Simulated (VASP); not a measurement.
Input of a VASP 6.6.1 run:

INCAR

```
  PREC = Accurate
  ENCUT = 520
  EDIFF = 1E-6
  ISMEAR = 0
  SIGMA = 0.1
  LREAL = F
  LASPH = T
  NELM = 100
  ALGO = Normal
  ISIF = 2
  LWAVE = F
  LCHARG = F
  GGA = PE
  NBANDS = 21
```

KPOINTS

```
regular mesh
0
Gamma
  6 6 6
```

The input POSCAR:

```
Si3Mo
1.0
    3.8720326265      0.0000000000      0.0000000000
    0.0000000000      3.8720326265      0.0000000000
    0.0000000000      0.0000000000      3.8720326265
Si Mo
3 1
Direct
    0.0000000000      0.5000000000      0.5000000000
    0.5000000000      0.0000000000      0.5000000000
    0.5000000000      0.5000000000      0.0000000000
    0.0000000000      0.0000000000      0.0000000000
```

Potentials or basis: VASP PAW PBE potentials, release 64 (Si, Mo_sv).

Launch:

```sh
$ cat potpaw_PBE.64/Si/POTCAR potpaw_PBE.64/Mo_sv/POTCAR > POTCAR
$ mpirun -np 1 vasp_std > vasp.out
```

**Question.** Predict the band gap on the k mesh.

**Answer.** Zero (band 13 reaches 11.45 eV, above the bottom of band 14 at 10.04 eV).

**Question.** Predict the pressure.

**Answer.** -5.9 GPa.
